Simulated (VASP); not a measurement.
# Mg in VASP: a series of runs

Mg is run at these levels: PBEsol; tasks: single point.

Program: VASP 6.6.1. These are calculated values, not measurements. Logs are shortened: lines on timing, memory, paths and dates and some standing lists are left out, and cuts for length are marked.

## (1) The cell of the first run

It takes space group C2/m (No. 12, monoclinic). The conventional cell has a = 5.273 Å, b = 2.985 Å, c = 2.918 Å, α = 90.00°, β = 90.80°, γ = 90.00°. Within 3.8 Å of Mg (site symmetry 2/m) lie 8 Mg at 2.92 to 3.03 Å.

## (2) Single point, PBEsol (strained)

Contents of INCAR:

```
PREC = Accurate
ENCUT = 520
EDIFF = 1E-6
ISMEAR = 0
SIGMA = 0.1
LREAL = F
LASPH = T
NELM = 100
ALGO = Fast
ISIF = 2
LWAVE = F
LCHARG = T
GGA = PS
LELF = T
LVHAR = T
NBANDS = 7
```

Contents of KPOINTS:

```
Automatic mesh
0
Gamma
  14 14 12
```

Contents of POSCAR:

```
Mg
1.0
    3.0294967559      0.0255920153     -0.0179662658
   -1.4925850426      2.5852276799      0.0000015667
   -0.0179340933     -0.0103524477      2.9179591885
Mg
1
Direct
    0.0000000000      0.0000000000      0.0000000000
```

Potentials or basis: VASP PAW PBE potentials, release 64 (Mg).

Run with:

```console
$ cat potpaw_PBE.64/Mg/POTCAR > POTCAR
$ mpirun -np 1 vasp_std > vasp.out
```

OUTCAR:

```text
PREC = Accurate
   ENCUT = 520
   EDIFF = 1E-6
   ISMEAR = 0
   LREAL = F
   LASPH = T
   NELM = 100
   ISIF = 2
   GGA = PS

 ion  position               nearest neighbor table
   1  0.000  0.000  0.000-

  LATTYP: Found a base centered monoclinic cell.
 ALAT       =     5.2729540155
 B/A-ratio  =     0.5661277071
 C/A-ratio  =     0.5533961904
 COS(beta)  =    -0.0139102904

  Lattice vectors:

 A1 = (   3.0294967559,   0.0255920153,  -0.0179662658)
 A2 = (   1.5369117133,   2.6108196952,  -0.0179646991)
 A3 = (  -0.0179340933,  -0.0103524477,   2.9179591885)

Analysis of symmetry for initial positions (statically):
=====================================================================
 Subroutine PRICEL returns:
 Original cell was already a primitive cell.

 Routine SETGRP: Setting up the symmetry group for a
 base centered monoclinic supercell.

 Subroutine GETGRP returns: Found  4 space group operations
 (whereof  4 operations were pure point group operations)
 out of a pool of  4 trial point group operations.

The static configuration has the point symmetry C_2h.

Analysis of symmetry for dynamics (positions and initial velocities):
=====================================================================
 Subroutine PRICEL returns:
 Original cell was already a primitive cell.

 Routine SETGRP: Setting up the symmetry group for a
 base centered monoclinic supercell.

 Subroutine GETGRP returns: Found  4 space group operations
 (whereof  4 operations were pure point group operations)
 out of a pool of  4 trial point group operations.

The dynamic configuration has the point symmetry C_2h.

 Subroutine INISYM returns: Found  4 space group operations
 (whereof  4 operations are pure point group operations),
 and found     1 'primitive' translations

----------------------------------------------------------------------------------------

                                     Primitive cell

  volume of cell :      22.9636

  direct lattice vectors                    reciprocal lattice vectors
     3.029496756  0.025592015 -0.017966266     0.328501609  0.189660890  0.002691893
    -1.492585043  2.585227680  0.000001567    -0.003243845  0.384940286  0.001345769
    -0.017934093 -0.010352448  2.917959188     0.002022630  0.001167561  0.342721847

  length of vectors
     3.029658121  2.985165367  2.918032664     0.379330735  0.384956306  0.342729804

  position of ions in fractional coordinates (direct lattice)
     0.000000000  0.000000000  0.000000000

  ion indices of the primitive-cell ions
   primitive index   ion index
                 1           1

----------------------------------------------------------------------------------------

 KPOINTS: Automatic mesh

Automatic generation of k-mesh.
 Grid dimensions read from file:
 generate k-points for:   14   14   12

 Generating k-lattice:

  Cartesian coordinates                     Fractional coordinates (reciprocal lattice)
     0.023464401  0.013547206  0.000192278     0.071428571  0.000000000  0.000000000
    -0.000231703  0.027495735  0.000096126     0.000000000  0.071428571  0.000000000
     0.000168553  0.000097297  0.028560154     0.000000000  0.000000000  0.083333333

  Length of vectors
     0.027095053  0.027496879  0.028560817

  Shift w.r.t. Gamma in fractional coordinates (k-lattice)
     0.000000000  0.000000000  0.000000000

 Subroutine IBZKPT returns following result:
 ===========================================

 Found    639 irreducible k-points:

 Following reciprocal coordinates:
            Coordinates               Weight
  0.000000  0.000000  0.000000      1.000000
  0.071429  0.000000 -0.000000      2.000000
  0.142857  0.000000  0.000000      2.000000
  0.214286  0.000000  0.000000      2.000000
  0.285714  0.000000  0.000000      2.000000
  0.357143 -0.000000 -0.000000      2.000000
[... 16 lines left out ...]
 -0.071429  0.142857  0.000000      2.000000
 -0.000000  0.214286  0.000000      4.000000
 [... further k-points ...]
   k-points           NKPTS =    639   k-points in BZ     NKDIM =    639   number of bands    NBANDS=      7
   number of dos      NEDOS =    301   number of ions     NIONS =      1
   total plane-waves  NPLWV =  13824
   dimension x,y,z NGX =    24 NGY =   24 NGZ =   24
   dimension x,y,z NGXF=    48 NGYF=   48 NGZF=   48
   ions per type =               1
   NGX,Y,Z   is equivalent  to a cutoff of  13.17, 13.37, 13.67 a.u.
   NGXF,Y,Z  is equivalent  to a cutoff of  26.34, 26.73, 27.35 a.u.
 SYSTEM =  unknown system
   PREC   = accura    normal or accurate (medium, high low for compatibility)
   ISTART =      0    job   : 0-new  1-cont  2-samecut
   ICHARG =      2    charge: 1-file 2-atom 10-const
   ISPIN  =      1    spin polarized calculation?
   LNONCOLLINEAR =      F non collinear calculations
   LSORBIT =      F    spin-orbit coupling
   LASPH  =      T    aspherical Exc in radial PAW
   ENCUT  =  520.0 eV  38.22 Ry    6.18 a.u.   5.63  5.55  5.43*2*pi/ulx,y,z
   NELM   =    100;   NELMIN=  2; NELMDL= -5     # of ELM steps
   EDIFF  = 0.1E-05   stopping-criterion for ELM
   LREAL  =      F    real-space projection
   EDIFFG = 0.1E-04   stopping-criterion for IOM
   NSW    =      0    number of steps for IOM
   IBRION =     -1    ionic relax: 0-MD 1-quasi-New 2-CG
   NFREE  =      0    steps in history (QN), initial steepest desc. (CG)
   ISIF   =      2    stress and relaxation
   ISYM   =      2    0-nonsym 1-usesym 2-fastsym
   POTIM  = 0.5000    time-step for ionic-motion
   TEBEG  =    0.0;   TEEND  =   0.0 temperature during run
   PSTRESS=    0.0 pullay stress
   NELECT =       2.0000    total number of electrons
   NUPDOWN=      -1.0000    fix difference up-down
   EMIN   =  10.00;   EMAX   =-10.00  energy-range for DOS
   EFERMI =   0.00;   METHOD = LEGACY
   ISMEAR =     0;   SIGMA  =   0.10  broadening in eV -4-tet -1-fermi 0-gaus
   EFERMI_NEDOS =   21; number of points for ismear=-14 and -15
   IALGO  =     68    algorithm
   IMIX   =      4    mixing-type and parameters
     AMIX     =   0.40;   BMIX     =  1.00
     AMIX_MAG =   1.60;   BMIX_MAG =  1.00
  volume/ion in A,a.u.               =      22.96       154.97
  Fermi-wavevector in a.u.,A,eV,Ry     =   0.725668  1.371314  7.164748  0.526594
  Thomas-Fermi vector in A             =   1.816448
   LORBIT       =      0    0 simple, 1 ext, 2 COOP (PROOUT), +10 PAW based schemes
   GGA     = PS    functional components
   LHFCALC =     F    Hartree Fock is set to
   AEXX    =    0.0000 exact exchange contribution
   IVDW    =     0    specifies the selected vdW correction
   LEPSILON=     F    determine dielectric tensor
   LRPA    =     F    only Hartree local field effects (RPA)
 non-spin polarized calculation
 RMM-DIIS sequential band-by-band and
 Gauss-broadening in eV      SIGMA  =   0.10
  energy-cutoff  :      520.00
  volume of cell :       22.96
 maximum number of plane-waves:       638
   NGX = 11   NGY = 11   NGZ = 11

 number of electron       2.0000000 magnetization

 Free energy of the ion-electron system (eV)
  ---------------------------------------------------
  ext. energy  EPLUGINS =         0.00000000
  ---------------------------------------------------
  free energy    TOTEN  =        -1.46796084 eV

  energy without entropy =       -1.46577285  energy(sigma->0) =       -1.46686684

 E-fermi :   2.6110     XC(G=0):  -8.5203

 val. band max:        2.6096865104   @ k =   0.4286   0.0000   0.0833
 cond. band min:       2.6160224070   @ k =   0.0000   0.5000   0.3333
 fundamental gap:      0.0063358966
 Fermi energy:         2.6110407238

 k-point     1 :       0.0000    0.0000    0.0000
  band No.  band energies     occupation
      1      -4.3551      2.00000
      2      11.1593      0.00000
      3      12.4438      0.00000
      4      14.9651      0.00000
      5      15.4742      0.00000
      6      16.1939      0.00000
      7      16.6555      0.00000

 k-point     2 :       0.0714    0.0000   -0.0000
  band No.  band energies     occupation
      1      -4.2444      2.00000
      2      11.0712      0.00000
      3      12.5341      0.00000
      4      13.3123      0.00000
      5      14.7485      0.00000
      6      16.4854      0.00000
      7      17.5685      0.00000

 k-point     3 :       0.1429    0.0000    0.0000
  band No.  band energies     occupation
      1      -3.9128      2.00000
      2      10.1881      0.00000
      3      11.9066      0.00000
      4      12.8057      0.00000
      5      13.8107      0.00000
      6      16.1248      0.00000
      7      19.0661      0.00000

 k-point     4 :       0.2143    0.0000    0.0000
  band No.  band energies     occupation
      1      -3.3629      2.00000
      2       8.2130      0.00000
      3      11.6315      0.00000
      4      13.0174      0.00000
      5      13.2548      0.00000
      6      15.9159      0.00000
      7      20.7845      0.00000

 k-point     5 :       0.2857    0.0000    0.0000
  band No.  band energies     occupation
      1      -2.5985      2.00000
      2       6.1713      0.00000
      3      11.4712      0.00000
      4      12.3962      0.00000
      5      13.8811      0.00000
      6      16.1134      0.00000
      7      21.5914      0.00000
[... 161 lines left out ...]
 k-point    22 :       0.4286    0.1429   -0.0000
  band No.  band energies     occupation
      1       1.0511      2.00000
      2       1.4752      2.00000
      3       7.4716      0.00000
      4      15.2797      0.00000
      5      16.7661      0.00000
      6      17.6309      0.00000
      7      18.7883      0.00000

 k-point    23 :      -0.0714    0.1429    0.0000
  band No.  band energies     occupation
      1      -4.0100      2.00000
      2      10.8817      0.00000
      3      12.1568      0.00000
      4      12.7233      0.00000
      5      13.6229      0.00000
      6      16.6003      0.00000
      7      17.3930      0.00000

 k-point    24 :      -0.0000    0.2143    0.0000
  band No.  band energies     occupation
      1      -3.3334      2.00000
      2       8.5601      0.00000
      3      11.4926      0.00000
      4      12.5849      0.00000
      5      13.2759      0.00000
      6      15.7711      0.00000
      7      20.5635      0.00000

 [... further k-points ...]
[... 5 lines left out ...]
  --------------------------------------------------------------------------------------
  -------------------------------------------------------------------------------------
  Total        0.3079823      0.3500172      0.5051772     -0.0364046     -0.0206613     -0.0357875
  in kB       21.4879890     24.4207768     35.2463259     -2.5399547     -1.4415450     -2.4968988
  external PRESSURE =      27.0516972 kB  Pullay stress =       0.0000000 kB

 VOLUME and BASIS-vectors are now :
 -----------------------------------------------------------------------------
  energy-cutoff  :      520.00
  volume of cell :       22.96
      direct lattice vectors                 reciprocal lattice vectors
     3.029496756  0.025592015 -0.017966266     0.328501609  0.189660890  0.002691893
    -1.492585043  2.585227680  0.000001567    -0.003243845  0.384940286  0.001345769
    -0.017934093 -0.010352448  2.917959188     0.002022630  0.001167561  0.342721847

 POSITION                                       TOTAL-FORCE (eV/Angst)
 -----------------------------------------------------------------------------------
      0.00000      0.00000      0.00000        -0.000000     -0.000000      0.000000
 -----------------------------------------------------------------------------------
    total drift:                                0.000000      0.000000      0.000000

  FREE ENERGIE OF THE ION-ELECTRON SYSTEM (eV)
  ---------------------------------------------------
  free  energy   TOTEN  =        -1.4679608376 eV

  energy  without entropy=       -1.4657728486  energy(sigma->0) =       -1.46686684
```

Wall time 26 s (1 thread of Intel Xeon 8259CL, shared host); peak memory 0.23 GiB.

Results:

```yaml
Free_energy: -1.4680 eV
Pressure: 2.7 GPa
Band_gap_on_the_k_mesh: zero (bands 1 and 2 overlap by 5.35 eV)
```

Caveat: the cell differs from its parent crystal (strained); the PAW data sets were made with another functional, which shifts forces and pressure a little.

## (3) Single point, PBEsol (strained)

Contents of INCAR:

```
PREC = Accurate
ENCUT = 520
EDIFF = 1E-7
ISMEAR = 0
SIGMA = 0.1
LREAL = False
LASPH = True
NELM = 100
ALGO = Normal
ISIF = 2
LWAVE = False
LCHARG = True
GGA = PS
LELF = True
LVHAR = True
NBANDS = 7
```

Contents of KPOINTS:

```
regular mesh
0
Gamma
  14 14 12
```

Contents of POSCAR:

```
Mg
1.0
    2.9979871589      0.0000000000      0.0000000000
   -1.4989935795      2.6685289822     -0.0295070866
    0.0000000000     -0.0340108357      3.0920934491
Mg
1
Direct
    0.0000000000      0.0000000000      0.0000000000
```

Potentials or basis: VASP PAW PBE potentials, release 64 (Mg).

Run with:

```console
$ cat potpaw_PBE.64/Mg/POTCAR > POTCAR
$ mpirun -np 1 vasp_std > vasp.out
```

It took 28 s on 1 thread of Intel Xeon 8259CL, shared host; peak memory 0.23 GiB.

Results (log left out):

```yaml
Free_energy: -1.4828 eV
Pressure: 0.5 GPa
Band_gap_on_the_k_mesh: zero (bands 1 and 2 overlap by 4.93 eV)
```

Stress tensor (GPa, compression positive):
```
 1.87  0.00  0.00
 0.00  0.28 -0.47
 0.00 -0.47 -0.60
```

Levels at points of the mesh, in eV from the Fermi level:
```csv
k point,band 1,band 2,band 3,band 4,band 5,band 6
"(0.00, 0.00, 0.00)",-6.64,7.72,8.26,12.31,13.02,13.45
"(0.50, 0.00, 0.00)",-1.50,-1.00,8.17,8.52,12.51,13.34
"(0.00, 0.50, 0.00)",-1.65,-1.28,8.55,9.19,12.40,12.97
"(0.00, 0.00, 0.50)",-3.13,-2.40,14.31,15.04,16.08,16.55
"(0.50, 0.00, 0.50)",1.40,2.51,2.95,3.13,11.50,12.12
"(0.00, 0.50, 0.50)",1.23,2.27,2.63,3.02,12.23,12.77
```

Caveat: the cell differs from its parent crystal (strained); the PAW data sets were made with another functional, which shifts forces and pressure a little.

## (4) Single point, PBEsol (the cell strained at random)

INCAR: that of step 3 with these lines changed.

```diff
@@ -7,4 +7,4 @@
 LASPH = True
-NELM = 100
-ALGO = Normal
+NELM = 60
+ALGO = Fast
 ISIF = 2
```

KPOINTS is that of step 3.

Contents of POSCAR:

```
Mg
1.0
    2.9387503368      0.0145804330     -0.0305029980
   -1.4567481430      2.5442934906      0.0034962138
   -0.0304483757     -0.0135495272      2.9319045445
Mg
1
Direct
    0.0000000000      0.0000000000      0.0000000000
```

Run with:

```console
$ cat potpaw_PBE.64/Mg/POTCAR > POTCAR
$ mpirun -np 1 vasp_std > vasp.out
```

Wall time 48 s (1 thread of Intel Xeon 8259CL, shared host); peak memory 0.31 GiB.

It converged, with:

* Free energy: -1.4452 eV
* Pressure: 4.8 GPa
* Band gap on the k mesh: zero (bands 1 and 2 overlap by 5.49 eV)

Stress tensor (GPa, compression positive):
```
 5.57 -0.27 -0.72
-0.27  5.41 -0.34
-0.72 -0.34  3.52
```

Levels at points of the mesh, in eV from the Fermi level:
```
           k point  band 1  band 2  band 3  band 4
(0.00, 0.00, 0.00)   -7.17    8.35    9.45   13.05
(0.50, 0.00, 0.00)   -1.85   -1.25    8.69    9.39
(0.00, 0.50, 0.00)   -1.83   -1.22    8.65    9.31
(0.50, 0.50, 0.00)   -1.78   -1.13    8.52    9.09
(0.00, 0.00, 0.50)   -3.08   -2.68   15.38   15.66
(0.50, 0.00, 0.50)    1.52    2.52    2.81    3.46
(0.00, 0.50, 0.50)    1.58    2.51    2.88    3.44
(0.50, 0.50, 0.50)    1.62    2.60    2.91    3.53
```

Caveat: the cell differs from its parent crystal (the cell strained at random); the cell stands under pressure; the PAW data sets were made with another functional, which shifts forces and pressure a little.

## (5) Summary

| cell | gap on the mesh (eV) | pressure (GPa) |
| --- | --- | --- |
| a = 3.030, b = 2.985, c = 2.918 Å, angles 90.0, 90.7, 119.5°, 1 atom | none | 2.7 |
| a = 2.998, b = 3.061, c = 3.092 Å, angles 91.1, 90.0, 119.3°, 1 atom | none | 0.5 |
| a = 2.939, b = 2.932, c = 2.932 Å, angles 89.9, 91.2, 119.5°, 1 atom | none | 4.8 |

Alike in all rows: task single point; level PBEsol; potentials or basis VASP PAW PBE potentials, release 64 (Mg); no spin polarisation; k mesh 14 × 14 × 12; cutoff (eV) 520; smearing gaussian 0.1 eV.

Caveats: the PAW data sets were made with another functional, which shifts forces and pressure a little; the cell stands under pressure (at least some runs).

Absolute energies hang on the potentials; compare differences alone.
